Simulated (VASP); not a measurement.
## Ti: relaxation of cell and atoms with PBE

Ti:

```xyz
1
Lattice="0.0000 1.7255 1.7255 1.7255 0.0000 1.7255 1.7255 1.7255 0.0000" Properties=species:S:1:pos:R:3 pbc="T T T"
Ti    0.0000    0.0000    0.0000
```

- Program: VASP 6.6.1
- Task: relaxation of cell and atoms
- Functional: PBE
- Potentials or basis: VASP PAW PBE potentials, release 64 (Ti_sv)
- Cutoff: 600 eV
- k mesh: 19 × 19 × 19
- Occupations: fermi-dirac, width 0.1 eV
- Spin: no spin polarisation
- Target pressure: 130 GPa
- Dipole correction: no
- Further INCAR settings: ALGO = Normal; EDIFF = 1e-07; IBRION = 2; EDIFFG = -0.005; NSW = 32; ISIF = 3

| Quantity | Value |
| --- | --- |
| Relaxed volume | 10.25 Å³/atom |
| Relaxed cell | a = 2.438 Å, b = 2.438 Å, c = 2.438 Å, α = 60.00°, β = 60.00°, γ = 60.00° |
| Space group after relaxing (to 0.05 Å) | Fm-3m (No. 225) |
| Energy change on relaxing (the enthalpy is what falls) | +24.7 meV/atom |
| Ionic steps | 3 |
| Pressure after relaxing | 130.0 GPa |
| Band gap on the k mesh | zero (band 6 reaches 16.04 eV, above the bottom of band 7 at 14.25 eV) |

Step by step:
| step | energy change (eV) | largest force (eV/Å) | pressure (GPa) | volume (Å³) |
| --- | --- | --- | --- | --- |
| 1 | 0.0000 | 0.0000 | 128.68 | 10.28 |
| 2 | 0.1031 | 0.0000 | 134.14 | 10.15 |
| 3 | 0.0247 | 0.0000 | 129.97 | 10.25 |

Final structure:
```cif
data_structure
_symmetry_space_group_name_H-M 'P 1'
_symmetry_Int_Tables_number 1
_cell_length_a 2.4379
_cell_length_b 2.4379
_cell_length_c 2.4379
_cell_angle_alpha 60.000
_cell_angle_beta 60.000
_cell_angle_gamma 60.000
_cell_volume 10.25
loop_
_atom_site_label
_atom_site_type_symbol
_atom_site_fract_x
_atom_site_fract_y
_atom_site_fract_z
_atom_site_occupancy
Ti1 Ti 0.00000 0.00000 0.00000 1
```

Levels at points of the mesh, in eV from the Fermi level:
```csv
k point,band 4,band 5,band 6,band 7,band 8,band 9
"(0.00, 0.00, 0.00)",-30.88,-6.56,0.87,0.87,0.87,4.10
```

Run time: 40 s on 1 thread of Intel(R) Xeon(R) 6975P-C (Granite Rapids), with other jobs on the host, peak memory 0.15 GiB.

Caveat: the cell is relaxed towards a set pressure, so the enthalpy falls and the energy may rise.
